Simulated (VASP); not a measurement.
Wanted: the native input for a VASP 6.6.1 run.

```yaml
Task: single point
Functional: PBE
Potentials_or_basis: VASP PAW PBE potentials, release 64 (C)
Cutoff: 600 eV
k_mesh: 15 × 15 × 15
Occupations: gaussian, width 0.02 eV
Spin: no spin polarisation
Dipole_correction: no
Further_INCAR_settings: ALGO = Normal; EDIFF = 1e-06; NBANDS = 11
```

The structure of C lies in POSCAR:

```
C
1.0
    1.2032079340      0.6946724246      3.5805987259
   -1.2032079340      0.6946724246      3.5805987259
    0.0000000000     -1.3893448492      3.5805987259
C
2
Direct
    0.1391021621      0.1391021621      0.1391021621
    0.8608978379      0.8608978379      0.8608978379
```

This cell differs from its parent crystal: strained.

The input as run:

INCAR

```
  PREC = Accurate
  ENCUT = 600
  EDIFF = 1E-6
  ISMEAR = 0
  SIGMA = 0.02
  LREAL = False
  LASPH = True
  NELM = 120
  ALGO = Normal
  ISIF = 2
  LWAVE = False
  LCHARG = True
  GGA = PE
  LELF = True
  LVHAR = True
  NBANDS = 11
  GGA_COMPAT = False
```

KPOINTS

```
Automatic mesh
0
Gamma
  15 15 15
```

Potentials or basis: VASP PAW PBE potentials, release 64 (C).

Run with:

```console
$ cat potpaw_PBE.64/C/POTCAR > POTCAR
$ mpirun -np 1 vasp_std > vasp.out
```

Results of the run:

* Pressure: 0.9 GPa
* Largest force: 9.679 eV/Å
* Band gap on the k mesh: zero (bands 4 and 5 overlap by 0.31 eV)

Caveat: the cell differs from its parent crystal (strained); the stress differs along the axes, from -58 to 30 GPa; this functional lacks dispersion, which binds layers or chains, so the pressure and a relaxed spacing across them are unreliable; forces of over 1 eV/Å act on the atoms, so gaps and moduli don't describe the material at rest.

It took 75 s on 1 thread of Intel Xeon 8259CL, with other jobs on the host, peak memory 0.21 GiB.
